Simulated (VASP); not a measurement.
# BN (P3m1) in VASP: a series of runs

Runs on BN. Level: r2SCAN. Tasks: single point.

Program: VASP 6.6.1. These are calculated values, not measurements. Logs are shortened: lines on timing, memory, paths and dates and some standing lists are left out, and cuts for length are marked.

## (1) The cell of the first run

It takes space group P3m1 (No. 156, trigonal). The conventional cell has a = 2.554 Å, b = 2.554 Å, c = 4.227 Å, α = 90.00°, β = 90.00°, γ = 120.00°. B (site symmetry 3m) has 4 N at 1.48 to 1.60 Å within 2.0 Å. Within 2.1 Å of B (site symmetry 3m) lie 4 N at 1.57 to 1.58 Å. N (site symmetry 3m) has 4 B at 1.48 to 1.57 Å within 2.0 Å. Within 2.1 Å of N (site symmetry 3m) lie 4 B at 1.58 to 1.60 Å.

## (2) Single point, r2SCAN (atom 1 (B) moved -0.100 Å along Cartesian [0 0 1])

Input file POSCAR:

```
BN
1.0
    2.5539396017      0.0000000000      0.0000000000
   -1.2769698009      2.2117765748      0.0000000000
    0.0000000000      0.0000000000      4.2268550000
B N
2 2
Direct
    0.6666666667      0.3333333333      0.9760657482
    0.3333333333      0.6666666667      0.4997240000
    0.6666666667      0.3333333333      0.6252760000
    0.3333333333      0.6666666667      0.1252760000
```

Input file INCAR.step1:

```
PREC     = Accurate       # precision mode
ENCUT    = 520            # plane-wave cutoff, eV
ISMEAR   = 0              # smearing method
SIGMA    = 0.05           # smearing width, eV
LREAL    = F              # projectors in reciprocal space
LASPH    = T              # aspherical terms in the spheres
NELM     = 100            # most SCF steps
NBANDS   = 16             # bands
GGA      = PE             # functional
ALGO     = Normal         # electronic algorithm
EDIFF    = 1E-4           # SCF threshold, eV
LWAVE    = T              # write WAVECAR
LCHARG   = F              # write CHGCAR
```

Input file INCAR.step2:

```
PREC     = Accurate       # precision mode
ENCUT    = 520            # plane-wave cutoff, eV
EDIFF    = 1E-7           # SCF threshold, eV
ISMEAR   = 0              # smearing method
SIGMA    = 0.05           # smearing width, eV
LREAL    = F              # projectors in reciprocal space
LASPH    = T              # aspherical terms in the spheres
NELM     = 100            # most SCF steps
ALGO     = Normal         # electronic algorithm
ISIF     = 2              # what is computed and relaxed
LWAVE    = F              # write WAVECAR
LCHARG   = T              # write CHGCAR
METAGGA  = R2SCAN         # meta-GGA
LMIXTAU  = T            
LELF     = T              # ELF
LVHAR    = T            
NBANDS   = 16             # bands
ISTART   = 1
```

Input file KPOINTS:

```
Automatic mesh
0
Gamma
  12 12 6
```

Potentials or basis: VASP PAW PBE potentials, release 64 (B, N).

Launch:

```
> cat potpaw_PBE.64/B/POTCAR potpaw_PBE.64/N/POTCAR > POTCAR
> cp INCAR.step1 INCAR
> mpirun -np 1 vasp_std > vasp.out
> cp INCAR.step2 INCAR
> mpirun -np 1 vasp_std > vasp.out
```

OUTCAR:

```text
PREC = Accurate
   ENCUT = 520
   EDIFF = 1E-7
   ISMEAR = 0
   LREAL = F
   LASPH = T
   NELM = 100
   ISIF = 2
   METAGGA = R2SCAN
   ISTART = 1

 ion  position               nearest neighbor table
   1  0.667  0.333  0.976-   3 1.48   4 1.60   4 1.60   4 1.60
   2  0.333  0.667  0.500-   3 1.57   3 1.57   3 1.57   4 1.58
   3  0.667  0.333  0.625-   1 1.48   2 1.57   2 1.57   2 1.57
   4  0.333  0.667  0.125-   2 1.58   1 1.60   1 1.60   1 1.60

  LATTYP: Found a hexagonal cell.
 ALAT       =     2.5539396017
 C/A-ratio  =     1.6550332659

  Lattice vectors:

 A1 = (   2.5539396017,   0.0000000000,   0.0000000000)
 A2 = (  -1.2769698009,   2.2117765748,   0.0000000000)
 A3 = (   0.0000000000,   0.0000000000,   4.2268550000)

Analysis of symmetry for initial positions (statically):
=====================================================================
 Subroutine PRICEL returns:
 Original cell was already a primitive cell.

 Routine SETGRP: Setting up the symmetry group for a
 hexagonal supercell.

 Subroutine GETGRP returns: Found  6 space group operations
 (whereof  6 operations were pure point group operations)
 out of a pool of 24 trial point group operations.

The static configuration has the point symmetry C_3v.

Analysis of symmetry for dynamics (positions and initial velocities):
=====================================================================
 Subroutine PRICEL returns:
 Original cell was already a primitive cell.

 Routine SETGRP: Setting up the symmetry group for a
 hexagonal supercell.

 Subroutine GETGRP returns: Found  6 space group operations
 (whereof  6 operations were pure point group operations)
 out of a pool of 24 trial point group operations.

The dynamic configuration has the point symmetry C_3v.

 Subroutine INISYM returns: Found  6 space group operations
 (whereof  6 operations are pure point group operations),
 and found     1 'primitive' translations

----------------------------------------------------------------------------------------

                                     Primitive cell

  volume of cell :      23.8764

  direct lattice vectors                    reciprocal lattice vectors
     2.553939602  0.000000000  0.000000000     0.391551938  0.226062617  0.000000000
    -1.276969801  2.211776575  0.000000000     0.000000000  0.452125233  0.000000000
     0.000000000  0.000000000  4.226855000     0.000000000  0.000000000  0.236582518

  length of vectors
     2.553939602  2.553939602  4.226855000     0.452125233  0.452125233  0.236582518

  position of ions in fractional coordinates (direct lattice)
     0.666666667  0.333333333  0.976065748
     0.333333333  0.666666667  0.499724000
     0.666666667  0.333333333  0.625276000
     0.333333333  0.666666667  0.125276000

  ion indices of the primitive-cell ions
   primitive index   ion index
                 1           1
                 2           2
                 3           3
                 4           4

----------------------------------------------------------------------------------------

 KPOINTS: Automatic mesh

Automatic generation of k-mesh.
 Grid dimensions read from file:
 generate k-points for:   12   12    6

 Generating k-lattice:

  Cartesian coordinates                     Fractional coordinates (reciprocal lattice)
     0.032629328  0.018838551  0.000000000     0.083333333  0.000000000  0.000000000
     0.000000000  0.037677103  0.000000000     0.000000000  0.083333333  0.000000000
     0.000000000  0.000000000  0.039430420     0.000000000  0.000000000  0.166666667

  Length of vectors
     0.037677103  0.037677103  0.039430420

  Shift w.r.t. Gamma in fractional coordinates (k-lattice)
     0.000000000  0.000000000  0.000000000

 Subroutine IBZKPT returns following result:
 ===========================================

 Found    100 irreducible k-points:

 Following reciprocal coordinates:
            Coordinates               Weight
  0.000000  0.000000  0.000000      1.000000
  0.083333  0.000000  0.000000      6.000000
  0.166667  0.000000  0.000000      6.000000
  0.250000  0.000000  0.000000      6.000000
  0.333333  0.000000  0.000000      6.000000
  0.416667  0.000000  0.000000      6.000000
[... 16 lines left out ...]
  0.166667  0.000000  0.166667      6.000000
  0.000000  0.166667  0.166667      6.000000
 [... further k-points ...]
   k-points           NKPTS =    100   k-points in BZ     NKDIM =    100   number of bands    NBANDS=     16
   number of dos      NEDOS =    301   number of ions     NIONS =      4
   total plane-waves  NPLWV =  12800
   dimension x,y,z NGX =    20 NGY =   20 NGZ =   32
   dimension x,y,z NGXF=    40 NGYF=   40 NGZF=   64
   ions per type =               2   2
   NGX,Y,Z   is equivalent  to a cutoff of  13.02, 13.02, 12.59 a.u.
   NGXF,Y,Z  is equivalent  to a cutoff of  26.04, 26.04, 25.17 a.u.
 SYSTEM =  unknown system
   PREC   = accura    normal or accurate (medium, high low for compatibility)
   ISTART =      1    job   : 0-new  1-cont  2-samecut
   ICHARG =      0    charge: 1-file 2-atom 10-const
   ISPIN  =      1    spin polarized calculation?
   LNONCOLLINEAR =      F non collinear calculations
   LSORBIT =      F    spin-orbit coupling
   LASPH  =      T    aspherical Exc in radial PAW
   ENCUT  =  520.0 eV  38.22 Ry    6.18 a.u.   4.75  4.75  7.86*2*pi/ulx,y,z
   NELM   =    100;   NELMIN=  2; NELMDL=  0     # of ELM steps
   EDIFF  = 0.1E-06   stopping-criterion for ELM
   LREAL  =      F    real-space projection
   EDIFFG = 0.1E-05   stopping-criterion for IOM
   NSW    =      0    number of steps for IOM
   IBRION =     -1    ionic relax: 0-MD 1-quasi-New 2-CG
   NFREE  =      0    steps in history (QN), initial steepest desc. (CG)
   ISIF   =      2    stress and relaxation
   ISYM   =      2    0-nonsym 1-usesym 2-fastsym
   POTIM  = 0.5000    time-step for ionic-motion
   TEBEG  =    0.0;   TEEND  =   0.0 temperature during run
   PSTRESS=    0.0 pullay stress
   NELECT =      16.0000    total number of electrons
   NUPDOWN=      -1.0000    fix difference up-down
   EMIN   =  10.00;   EMAX   =-10.00  energy-range for DOS
   EFERMI =   0.00;   METHOD = LEGACY
   ISMEAR =     0;   SIGMA  =   0.05  broadening in eV -4-tet -1-fermi 0-gaus
   EFERMI_NEDOS =   21; number of points for ismear=-14 and -15
   IALGO  =     38    algorithm
   IMIX   =      4    mixing-type and parameters
     AMIX     =   0.40;   BMIX     =  1.00
     AMIX_MAG =   1.60;   BMIX_MAG =  1.00
  volume/ion in A,a.u.               =       5.97        40.28
  Fermi-wavevector in a.u.,A,eV,Ry     =   1.432600  2.707222 27.923836  2.052344
  Thomas-Fermi vector in A             =   2.552210
   LORBIT       =      0    0 simple, 1 ext, 2 COOP (PROOUT), +10 PAW based schemes
   METAGGA = R2SCAN    functional components
   LHFCALC =     F    Hartree Fock is set to
   AEXX    =    0.0000 exact exchange contribution
   IVDW    =     0    specifies the selected vdW correction
   LEPSILON=     F    determine dielectric tensor
   LRPA    =     F    only Hartree local field effects (RPA)
 non-spin polarized calculation
 Gauss-broadening in eV      SIGMA  =   0.05
  energy-cutoff  :      520.00
  volume of cell :       23.88
 maximum number of plane-waves:       660
 NGX is ok and might be reduce to    20
   NGX =  9   NGY =  9   NGZ = 15

 number of electron      16.0000000 magnetization

 Free energy of the ion-electron system (eV)
  ---------------------------------------------------
  ext. energy  EPLUGINS =         0.00000000
  ---------------------------------------------------
  free energy    TOTEN  =       -38.06754607 eV

  energy without entropy =      -38.06754607  energy(sigma->0) =      -38.06754607

 E-fermi :   7.9930     XC(G=0): -13.5818

 val. band max:        7.6930785302   @ k =   0.0000   0.0000   0.0000
 cond. band min:      12.4332979189   @ k =   0.3333   0.3333   0.0000
 fundamental gap:      4.7402193887
 Fermi energy:         7.9930188396

 k-point     1 :       0.0000    0.0000    0.0000
  band No.  band energies     occupation
      1     -14.1628      2.00000
      2      -9.8441      2.00000
      3      -4.1088      2.00000
      4       5.0274      2.00000
      5       5.0274      2.00000
      6       6.4362      2.00000
[... 8 lines left out ...]
     15      20.0848      0.00000
     16      24.6584      0.00000

 k-point     2 :       0.0833    0.0000    0.0000
  band No.  band energies     occupation
      1     -14.0081      2.00000
      2      -9.7237      2.00000
      3      -3.9579      2.00000
      4       4.3118      2.00000
      5       4.7465      2.00000
      6       6.2807      2.00000
[... 8 lines left out ...]
     15      20.5249      0.00000
     16      24.3954      0.00000

 k-point     3 :       0.1667    0.0000    0.0000
  band No.  band energies     occupation
      1     -13.5498      2.00000
      2      -9.3799      2.00000
      3      -3.5115      2.00000
      4       2.5946      2.00000
      5       4.0814      2.00000
      6       5.4757      2.00000
[... 8 lines left out ...]
     15      21.6698      0.00000
     16      23.7313      0.00000

 k-point     4 :       0.2500    0.0000    0.0000
  band No.  band energies     occupation
      1     -12.8089      2.00000
      2      -8.8789      2.00000
      3      -2.7918      2.00000
      4       0.5672      2.00000
      5       3.3301      2.00000
      6       3.6446      2.00000
[... 8 lines left out ...]
     15      23.1571      0.00000
     16      24.0924      0.00000
[... 324 lines left out ...]
 k-point    22 :       0.0000    0.0833    0.1667
  band No.  band energies     occupation
      1     -13.8513      2.00000
      2     -10.2526      2.00000
      3      -3.1315      2.00000
      4       4.4062      2.00000
      5       4.8564      2.00000
      6       5.4911      2.00000
[... 8 lines left out ...]
     15      20.1609      0.00000
     16      24.0392      0.00000

 k-point    23 :       0.1667    0.0000    0.1667
  band No.  band energies     occupation
      1     -13.3961      2.00000
      2      -9.8799      2.00000
      3      -2.7419      2.00000
      4       2.7432      2.00000
      5       4.2013      2.00000
      6       4.7654      2.00000
[... 8 lines left out ...]
     15      21.3618      0.00000
     16      23.8777      0.00000

 k-point    24 :       0.0000    0.1667    0.1667
  band No.  band energies     occupation
      1     -13.3961      2.00000
      2      -9.8801      2.00000
      3      -2.7377      2.00000
      4       2.6963      2.00000
      5       4.2024      2.00000
      6       4.8584      2.00000
[... 8 lines left out ...]
     15      21.2783      0.00000
     16      23.5293      0.00000

 [... further k-points ...]

------------------------ aborting loop because EDIFF is reached ----------------------------------------

  FORCE on cell =-STRESS in cart. coord.  units (eV):
  Direction    XX          YY          ZZ          XY          YZ          ZX
  --------------------------------------------------------------------------------------
  -------------------------------------------------------------------------------------
  Total       -0.4106604     -0.4106604     -0.2351604      0.0000000     -0.0000000     -0.0000000
  in kB      -27.5565113    -27.5565113    -15.7799504      0.0000000     -0.0000000     -0.0000000
  external PRESSURE =     -23.6309910 kB  Pullay stress =       0.0000000 kB

 VOLUME and BASIS-vectors are now :
 -----------------------------------------------------------------------------
  energy-cutoff  :      520.00
  volume of cell :       23.88
      direct lattice vectors                 reciprocal lattice vectors
     2.553939602  0.000000000  0.000000000     0.391551938  0.226062617  0.000000000
    -1.276969801  2.211776575  0.000000000     0.000000000  0.452125233  0.000000000
     0.000000000  0.000000000  4.226855000     0.000000000  0.000000000  0.236582518

 POSITION                                       TOTAL-FORCE (eV/Angst)
 -----------------------------------------------------------------------------------
      1.27697      0.73726      4.12569        -0.000000      0.000000      4.121085
     -0.00000      1.47452      2.11226        -0.000000     -0.000000     -1.220372
      1.27697      0.73726      2.64295         0.000000      0.000000     -1.310452
     -0.00000      1.47452      0.52952         0.000000      0.000000     -1.590261
 -----------------------------------------------------------------------------------
    total drift:                                0.000000     -0.000000      0.001209

  FREE ENERGIE OF THE ION-ELECTRON SYSTEM (eV)
  ---------------------------------------------------
  free  energy   TOTEN  =       -38.0675460712 eV

  energy  without entropy=      -38.0675460712  energy(sigma->0) =      -38.06754607
```

Wall time 93 s (1 thread of Intel Xeon 6975P-C, shared host); peak memory 0.15 GiB.

What came out:

- Free energy: -38.0675 eV
- Pressure: -2.4 GPa
- Largest force: 4.121 eV/Å
- Band gap on the k mesh: 4.74 eV, indirect (least direct gap 8.32 eV)

Forces on the atoms (eV/Å):
```
B    0.000  0.000  4.121
B    0.000  0.000 -1.220
N    0.000  0.000 -1.310
N    0.000  0.000 -1.590
```

Caveat: the cell differs from its parent crystal (atom 1 (B) moved -0.100 Å along Cartesian [0 0 1]); the PAW data sets were made with another functional, which shifts forces and pressure a little. A k mesh can miss the band edges.

[end of part 1 of 2]
